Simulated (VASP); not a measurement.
Crystal: Sn.

```
Sn
1.0
    -2.97295    2.97295    1.60688
     2.97295   -2.97295    1.60688
     2.97295    2.97295   -1.60688
Sn
2
Direct
  0.00000 0.00000 0.00000
  0.75000 0.25000 0.50000
```

| Quantity | Value |
| --- | --- |
| Program | VASP 6.6.1 |
| Task | relaxation of cell and atoms |
| Functional | PBEsol |
| Potentials or basis | VASP PAW PBE potentials, release 64 (Sn_d) |
| Cutoff | 600 eV |
| k mesh | 16 × 16 × 16 |
| Occupations | gaussian, width 0.1 eV |
| Spin | no spin polarisation |

At the start: pressure -2.7 GPa; volume 28.40 Å³/atom.

Problem. Where does the relaxation end?

Solution. Over 7 steps the energy falls by 13.7 meV/atom and the volume is 26.87 Å³/atom (-5.4 %); space group I4_1/amd (No. 141, to 0.1 Å) before and after.

Step by step:
| step | energy change (eV) | largest force (eV/Å) | pressure (GPa) | volume (Å³) |
| --- | --- | --- | --- | --- |
| 1 | 0.0000 | 0.0000 | -2.71 | 56.81 |
| 2 | -0.0253 | 0.0000 | 0.88 | 52.95 |
| 3 | -0.0274 | 0.0000 | 0.00 | 53.75 |
| 4 | -0.0274 | 0.0000 | -0.08 | 53.81 |
| 5 | -0.0274 | 0.0000 | -0.07 | 53.80 |
| 6 | -0.0274 | 0.0000 | -0.07 | 53.80 |
| 7 | -0.0274 | 0.0000 | 0.02 | 53.74 |

Final structure:
```cif
data_structure
_symmetry_space_group_name_H-M 'P 1'
_symmetry_Int_Tables_number 1
_cell_length_a 4.4201
_cell_length_b 4.4201
_cell_length_c 4.4201
_cell_angle_alpha 97.301
_cell_angle_beta 97.301
_cell_angle_gamma 138.232
_cell_volume 53.74
loop_
_atom_site_label
_atom_site_type_symbol
_atom_site_fract_x
_atom_site_fract_y
_atom_site_fract_z
_atom_site_occupancy
Sn1 Sn 0.00000 0.00000 0.00000 1
Sn2 Sn 0.75000 0.25000 0.50000 1
```

Caveat: the PAW data sets were made with another functional, which shifts forces and pressure a little.
